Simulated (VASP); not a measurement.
# Bi2O (Pc) in VASP: a series of runs

The runs below take Bi2O through single point, with PBE.

All numbers are computed with VASP 6.6.1; they aren't measurements. Logs are shortened: lines on timing, memory, paths and dates and some standing lists are left out, and cuts for length are marked.

## 1. The cell of the first run

The structure is monoclinic, space group Pc (No. 7). The conventional cell has a = 6.759 Å, b = 3.492 Å, c = 6.395 Å, α = 90.00°, β = 92.60°, γ = 90.00°. Bi (site symmetry 1) has 3 O at 2.27 to 2.36 Å within 3.0 Å. Within 4.2 Å of Bi (site symmetry 1) lie 3 O at 3.22 to 3.87 Å and 9 Bi at 3.39 to 3.98 Å. O (site symmetry 1) has 3 Bi at 2.27 to 2.36 Å within 3.0 Å.

## 2. Single point, PBE

INCAR

```
PREC = Accurate ; ENCUT = 520
EDIFF = 1E-6 ; ISMEAR = 0
SIGMA = 0.1 ; LREAL = False
LASPH = True ; NELM = 80
ALGO = Normal ; ISIF = 2
LWAVE = False ; LCHARG = False
GGA = PE ; NBANDS = 45
```

KPOINTS

```
regular mesh
0
Gamma
  4 6 4
```

POSCAR

```
Bi2O
1.0
    6.7591761267      0.0000000000      0.0000000000
    0.0000000000      3.4916434667      0.0000000000
   -0.2901481352      0.0000000000      6.3884982510
Bi O
4 2
Direct
    0.2430599031      0.2484646834      0.1591562204
    0.2430599031      0.7515353166      0.6591562204
    0.6670765926      0.6612232485      0.3639552073
    0.6670765926      0.3387767515      0.8639552073
    0.0897622574      0.7315093515      0.9776579379
    0.0897622574      0.2684906485      0.4776579379
```

Potentials or basis: VASP PAW PBE potentials, release 64 (Bi_d, O).

Started as:

```console
$ cat potpaw_PBE.64/Bi_d/POTCAR potpaw_PBE.64/O/POTCAR > POTCAR
$ mpirun -np 1 vasp_std > vasp.out
```

OUTCAR:

```text
PREC = Accurate
   ENCUT = 520
   EDIFF = 1E-6
   ISMEAR = 0
   LREAL = False
   LASPH = True
   NELM = 80
   ISIF = 2
   GGA = PE

 ion  position               nearest neighbor table
   1  0.243  0.248  0.159-   5 2.27   6 2.33   5 2.36   3 3.42   4 3.52   2 3.64   2 3.64   2 3.65
                             2 3.65   3 3.71
   2  0.243  0.752  0.659-   6 2.27   5 2.33   6 2.36   4 3.42   3 3.52   1 3.64   1 3.64   1 3.65
                             1 3.65   4 3.71
   3  0.667  0.661  0.364-   4 3.39   4 3.39   1 3.42   2 3.52   1 3.71
   4  0.667  0.339  0.864-   3 3.39   3 3.39   2 3.42   1 3.52   2 3.71
   5  0.090  0.732  0.978-   1 2.27   2 2.33   1 2.36
   6  0.090  0.268  0.478-   2 2.27   1 2.33   2 2.36

  LATTYP: Found a simple monoclinic cell.
 ALAT       =     6.3950837245
 B/A-ratio  =     0.5459887027
 C/A-ratio  =     1.0569331721
 COS(beta)  =    -0.0453704983

  Lattice vectors:

 A1 = (  -0.2901481352,   0.0000000000,   6.3884982510)
 A2 = (   0.0000000000,  -3.4916434667,   0.0000000000)
 A3 = (   6.7591761267,   0.0000000000,   0.0000000000)

Analysis of symmetry for initial positions (statically):
=====================================================================
 Subroutine PRICEL returns:
 Original cell was already a primitive cell.

 Routine SETGRP: Setting up the symmetry group for a
 simple monoclinic supercell.

 Subroutine GETGRP returns: Found  2 space group operations
 (whereof  1 operations were pure point group operations)
 out of a pool of  4 trial point group operations.

The static configuration has the point symmetry C_1 .
 The point group associated with its full space group is C_1h.

Analysis of symmetry for dynamics (positions and initial velocities):
=====================================================================
 Subroutine PRICEL returns:
 Original cell was already a primitive cell.

 Routine SETGRP: Setting up the symmetry group for a
 simple monoclinic supercell.

 Subroutine GETGRP returns: Found  2 space group operations
 (whereof  1 operations were pure point group operations)
 out of a pool of  4 trial point group operations.

The dynamic configuration has the point symmetry C_1 .
 The point group associated with its full space group is C_1h.

 Subroutine INISYM returns: Found  2 space group operations
 (whereof  1 operations are pure point group operations),
 and found     1 'primitive' translations

[... 97 lines left out ...]
   LNONCOLLINEAR =      F non collinear calculations
   LSORBIT =      F    spin-orbit coupling
   LASPH  =      T    aspherical Exc in radial PAW
   ENCUT  =  520.0 eV  38.22 Ry    6.18 a.u.  12.57  6.49 11.89*2*pi/ulx,y,z
   NELM   =     80;   NELMIN=  2; NELMDL= -5     # of ELM steps
   EDIFF  = 0.1E-05   stopping-criterion for ELM
   LREAL  =      F    real-space projection
   EDIFFG = 0.1E-04   stopping-criterion for IOM
   NSW    =      0    number of steps for IOM
   IBRION =     -1    ionic relax: 0-MD 1-quasi-New 2-CG
   NFREE  =      0    steps in history (QN), initial steepest desc. (CG)
   ISIF   =      2    stress and relaxation
   ISYM   =      2    0-nonsym 1-usesym 2-fastsym
   POTIM  = 0.5000    time-step for ionic-motion
   TEBEG  =    0.0;   TEEND  =   0.0 temperature during run
   PSTRESS=    0.0 pullay stress
   NELECT =      72.0000    total number of electrons
   NUPDOWN=      -1.0000    fix difference up-down
   EMIN   =  10.00;   EMAX   =-10.00  energy-range for DOS
   EFERMI =   0.00;   METHOD = LEGACY
   ISMEAR =     0;   SIGMA  =   0.10  broadening in eV -4-tet -1-fermi 0-gaus
   EFERMI_NEDOS =   21; number of points for ismear=-14 and -15
   IALGO  =     38    algorithm
   IMIX   =      4    mixing-type and parameters
     AMIX     =   0.40;   BMIX     =  1.00
     AMIX_MAG =   1.60;   BMIX_MAG =  1.00
  volume/ion in A,a.u.               =      25.13       169.58
  Fermi-wavevector in a.u.,A,eV,Ry     =   1.279612  2.418115 22.278261  1.637406
  Thomas-Fermi vector in A             =   2.412087
   LORBIT       =      0    0 simple, 1 ext, 2 COOP (PROOUT), +10 PAW based schemes
   GGA     = PE    functional components
   LHFCALC =     F    Hartree Fock is set to
   AEXX    =    0.0000 exact exchange contribution
   IVDW    =     0    specifies the selected vdW correction
   LEPSILON=     F    determine dielectric tensor
   LRPA    =     F    only Hartree local field effects (RPA)
 non-spin polarized calculation
 Gauss-broadening in eV      SIGMA  =   0.10
  energy-cutoff  :      520.00
  volume of cell :      150.77
 maximum number of plane-waves:      4083
   NGX = 25   NGY = 13   NGZ = 23

 number of electron      71.9999994 magnetization

 Free energy of the ion-electron system (eV)
  ---------------------------------------------------
  ext. energy  EPLUGINS =         0.00000000
  ---------------------------------------------------
  free energy    TOTEN  =       -27.85797993 eV

  energy without entropy =      -27.85643127  energy(sigma->0) =      -27.85720560

 E-fermi :   6.4612     XC(G=0):  -9.8864

 val. band max:        6.3841408621   @ k =   0.5000   0.5000   0.0000
 cond. band min:       6.5347117119   @ k =   0.0000   0.1667   0.0000
 fundamental gap:      0.1505708498
 Fermi energy:         6.4611854401

 k-point     1 :       0.0000    0.0000    0.0000
  band No.  band energies     occupation
      1     -17.0098      2.00000
      2     -16.8947      2.00000
      3     -16.8617      2.00000
      4     -16.8510      2.00000
      5     -16.8299      2.00000
      6     -16.7891      2.00000
[... 1141 lines left out ...]
     44      10.7227      0.00000
     45      12.1707      0.00000

 [... further k-points ...]
[... 5 lines left out ...]
  --------------------------------------------------------------------------------------
  -------------------------------------------------------------------------------------
  Total        0.7415511      0.0708150      0.3886511      0.0000000      0.0000000     -0.0354264
  in kB        7.8800550      0.7525116      4.1299813      0.0000000      0.0000000     -0.3764565
  external PRESSURE =       4.2541826 kB  Pullay stress =       0.0000000 kB

 VOLUME and BASIS-vectors are now :
 -----------------------------------------------------------------------------
  energy-cutoff  :      520.00
  volume of cell :      150.77
      direct lattice vectors                 reciprocal lattice vectors
     6.759176127  0.000000000  0.000000000     0.147947025  0.000000000  0.006719350
     0.000000000  3.491643467  0.000000000     0.000000000  0.286398084  0.000000000
    -0.290148135  0.000000000  6.388498251     0.000000000  0.000000000  0.156531310

 POSITION                                       TOTAL-FORCE (eV/Angst)
 -----------------------------------------------------------------------------------
      1.59671      0.86755      1.01677         0.015992      0.008834      0.003185
      1.45163      2.62409      4.21102         0.015992     -0.008834      0.003185
      4.40329      2.30876      2.32513         0.011166      0.001172      0.001087
      4.25821      1.18289      5.51938         0.011166     -0.001172      0.001087
      0.32305      2.55417      6.24577        -0.027158      0.003938     -0.004272
      0.46813      0.93747      3.05152        -0.027158     -0.003938     -0.004272
 -----------------------------------------------------------------------------------
    total drift:                                0.001084     -0.000000     -0.001305

  FREE ENERGIE OF THE ION-ELECTRON SYSTEM (eV)
  ---------------------------------------------------
  free  energy   TOTEN  =       -27.8579799336 eV

  energy  without entropy=      -27.8564312668  energy(sigma->0) =      -27.85720560
```

stdout:

```text
POSCAR found type information on POSCAR BiO
 POSCAR found :  2 types and       6 ions
 scaLAPACK will be used
 LDA part: xc-table for (Slater+PW92), standard interpolation
 POSCAR, INCAR and KPOINTS ok, starting setup
 FFT: planning ... GRIDC
 FFT: planning ... GRID_SOFT
 FFT: planning ... GRID
 WAVECAR not read
 entering main loop
```

Run time: 3.6 min. Hardware: 1 thread of Intel Xeon Platinum 8488C (Sapphire Rapids), shared host; peak memory 0.36 GiB.

Results:

```yaml
Free_energy: -27.8580 eV
Pressure: 0.4 GPa
Largest_force: 0.028 eV/Å
Band_gap_on_the_k_mesh: zero (band 36 reaches 8.54 eV, above the bottom of band 37 at 5.85 eV)
```

Forces on the atoms (eV/Å):
```
Bi   0.016  0.009  0.003
Bi   0.016 -0.009  0.003
Bi   0.011  0.001  0.001
Bi   0.011 -0.001  0.001
O   -0.027  0.004 -0.004
O   -0.027 -0.004 -0.004
```

Caveat: spin-orbit coupling is left out, which moves the levels of the heavy elements.

## 3. Single point, PBE

This run uses another cell than the first one, of 25.72 Å³/atom, 1.024 times its volume.

INCAR

```
PREC = Accurate
ENCUT = 520
EDIFF = 1E-6
ISMEAR = 0
SIGMA = 0.1
LREAL = False
LASPH = True
NELM = 60
ALGO = Normal
ISIF = 2
LWAVE = False
LCHARG = False
GGA = PE
NBANDS = 45
```

KPOINTS is that of step 2.

POSCAR

```
Bi2O
1.0
    6.9417279409      0.0000000000     -0.0134840535
    0.0000000000      3.4651813079      0.0000000000
   -0.3107290341      0.0000000000      6.4160533406
Bi O
4 2
Direct
    0.2435930504      0.2521427954      0.1588053050
    0.2435930504      0.7478572046      0.6588053050
    0.6606992637      0.6590394650      0.3666501296
    0.6606992637      0.3409605350      0.8666501296
    0.0956064390      0.7336492366      0.9753139310
    0.0956064390      0.2663507634      0.4753139310
```

Potentials or basis: VASP PAW PBE potentials, release 64 (Bi_d, O).

Started as:

```console
$ cat potpaw_PBE.64/Bi_d/POTCAR potpaw_PBE.64/O/POTCAR > POTCAR
$ mpirun -np 1 vasp_std > vasp.out
```

It took 4.1 min on 1 thread of Intel Xeon Platinum 8488C (Sapphire Rapids), shared host; peak memory 0.36 GiB.

It converged, with:

```
Free energy            : -27.8695 eV
Pressure               : 0.2 GPa
Largest force          : 0.066 eV/Å
Band gap on the k mesh : zero (band 36 reaches 8.13 eV, above the bottom of band 37 at 5.61 eV)
```

Forces on the atoms (eV/Å):
```
Bi   0.061 -0.025  0.003
Bi   0.061  0.025  0.003
Bi  -0.020  0.010  0.004
Bi  -0.020 -0.010  0.004
O   -0.042  0.013 -0.007
O   -0.042 -0.013 -0.007
```

Stress tensor (GPa, compression positive):
```
 0.08  0.00 -0.01
 0.00  0.18  0.00
-0.01  0.00  0.20
```

Levels at points of the mesh, in eV from the Fermi level:
| k point | band 32 | band 33 | band 34 | band 35 | band 36 | band 37 | band 38 | band 39 | band 40 | band 41 |
| --- | --- | --- | --- | --- | --- | --- | --- | --- | --- | --- |
| (0.00, 0.00, 0.00) | -3.26 | -3.01 | -2.07 | -0.52 | 1.43 | 2.34 | 2.53 | 2.82 | 3.50 | 3.68 |
| (0.50, 0.00, 0.00) | -3.26 | -2.48 | -1.62 | -1.58 | 1.33 | 2.28 | 2.68 | 2.73 | 3.60 | 3.80 |
| (0.00, 0.50, 0.00) | -3.04 | -2.59 | -1.99 | -1.67 | -0.63 | -0.44 | 0.40 | 1.54 | 1.77 | 2.61 |
| (0.50, 0.50, 0.00) | -2.91 | -2.56 | -2.11 | -1.43 | -0.94 | -0.13 | 0.67 | 1.55 | 1.99 | 2.56 |
| (0.00, 0.00, 0.50) | -2.54 | -1.15 | -1.15 | -0.82 | -0.82 | 1.49 | 1.49 | 3.10 | 3.10 | 3.30 |
| (0.50, 0.00, 0.50) | -3.09 | -1.18 | -1.18 | -0.61 | -0.61 | 1.59 | 1.59 | 2.75 | 2.75 | 3.31 |
| (0.00, 0.50, 0.50) | -3.81 | -2.72 | -2.72 | -0.99 | -0.99 | 1.17 | 1.17 | 1.74 | 1.74 | 2.57 |
| (0.50, 0.50, 0.50) | -3.32 | -2.70 | -2.70 | -1.16 | -1.16 | 1.11 | 1.11 | 1.63 | 1.63 | 2.81 |

Caveat: spin-orbit coupling is left out, which moves the levels of the heavy elements.
